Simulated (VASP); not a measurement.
# Li4TaO: single point with PBE

Li4TaO:

```
CELL_PARAMETERS angstrom
7.24428 0.00000 0.00000
0.00000 7.24428 0.00000
0.00000 0.00000 3.89934
ATOMIC_POSITIONS crystal
Li 0.79907 0.50000 0.31021
Li 0.20093 0.50000 0.31021
Li 0.50000 0.79907 0.31021
Li 0.50000 0.20093 0.31021
Ta 0.50000 0.50000 0.81022
O 0.50000 0.50000 0.31022
```

The cell was built from a structure type or drawn by symmetry, and may not be a known phase.

* Program: VASP 6.6.1
* Task: single point
* Functional: PBE
* Potentials or basis: VASP PAW PBE potentials, release 64 (Li_sv, Ta_pv, O)
* Cutoff: 520 eV
* k mesh: 6 × 6 × 6
* Occupations: gaussian, width 0.1 eV
* Spin: no spin polarisation

```yaml
Band_gap_on_the_k_mesh: zero (an odd number of electrons rules out a gap without spin polarisation)
```

Levels at points of the mesh, in eV from the Fermi level:
```
           k point  band 10  band 11  band 12  band 13  band 14  band 15  band 16  band 17  band 18  band 19
(0.00, 0.00, 0.00)    -6.63    -5.54    -2.87    -0.70    -0.41    -0.08    -0.08     0.54     0.69     0.69
(0.50, 0.00, 0.00)    -6.63    -5.54    -2.65    -1.01    -0.58    -0.39    -0.10    -0.08     0.97     1.13
(0.50, 0.50, 0.00)    -6.64    -5.54    -2.40    -0.84    -0.82    -0.82    -0.10    -0.10    -0.07     1.85
(0.00, 0.00, 0.50)    -7.48    -7.48    -2.11    -0.35     0.46     0.69     1.43     1.43     2.16     2.30
(0.50, 0.00, 0.50)    -7.48    -7.48    -1.96    -0.18     0.34     0.43     1.15     1.18     1.49     2.48
(0.50, 0.50, 0.50)    -7.48    -7.48    -1.80    -0.03     0.39     0.40     0.40     1.36     1.36     1.83
```

It took 2.6 min on 1 thread of Intel(R) Xeon(R) Platinum 8488C (Sapphire Rapids) (shared host), peak memory 0.39 GiB.

Caveat: spin-orbit coupling is left out, which moves the levels of the heavy elements; an odd number of electrons without spin polarisation forces a metal; a magnetic or distorted state may lie lower.
